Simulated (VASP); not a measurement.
Input of a VASP 6.6.1 run:

INCAR

```
SYSTEM = Ca8C
PREC     = Accurate       ! precision mode
ENCUT    = 520            ! plane-wave cutoff, eV
EDIFF    = 1E-6           ! SCF threshold, eV
ISMEAR   = 0              ! smearing method
SIGMA    = 0.1            ! smearing width, eV
LREAL    = .False.        ! projectors in reciprocal space
LASPH    = .True.         ! aspherical terms in the spheres
NELM     = 60             ! most SCF steps
ALGO     = Normal         ! electronic algorithm
ISIF     = 2              ! what is computed and relaxed
LWAVE    = .False.        ! write WAVECAR
LCHARG   = .False.        ! write CHGCAR
LDIPOL   = .True.       
IDIPOL   = 3            
DIPOL    = 0.5 0.5 0.312
GGA      = PE             ! functional
NBANDS   = 52             ! bands
```

The input KPOINTS:

```
regular mesh
0
Gamma
  6 6 1
  0 0 0
```

Contents of POSCAR:

```
Ca8C
1.0
    7.8132359333      0.0000000000      0.0000000000
   -3.9066179666      6.7664608040      0.0000000000
    0.0000000000      0.0000000000     18.4977493743
Ca C
8 1
Direct
    0.3333333333      0.1666666667      0.2162425233
    0.3333333333      0.6666666666      0.2162425233
    0.8333333333      0.1666666667      0.2162425233
    0.8333333333      0.6666666667      0.2162425233
    0.1666666667      0.3333333333      0.3783027455
    0.1666666667      0.8333333334      0.3783027455
    0.6666666667      0.3333333333      0.3783027455
    0.6666666667      0.8333333333      0.3783027455
    0.1666666667      0.5833333333      0.4284931486
```

Potentials or basis: VASP PAW PBE potentials, release 64 (Ca_sv, C).

The run is started by

```sh
$ cat potpaw_PBE.64/Ca_sv/POTCAR potpaw_PBE.64/C/POTCAR > POTCAR
$ mpirun -np 1 vasp_std > vasp.out
```

**Question.** What does it give for the largest force?

**Answer.** 0.899 eV/Å.

**Question.** Predict the band gap on the k mesh.

**Answer.** 0.02 eV (least direct gap 0.13 eV).

Forces on the atoms (eV/Å):
```
Ca   0.023  0.013 -0.074
Ca  -0.021 -0.012  0.070
Ca  -0.042 -0.030 -0.136
Ca  -0.047 -0.021 -0.136
Ca   0.400 -0.615 -0.138
Ca  -0.332  0.654 -0.138
Ca   0.731  0.422  0.277
Ca  -0.746 -0.431  0.259
C    0.033  0.019  0.017
```

Caveat: the smearing spreads over this small gap.
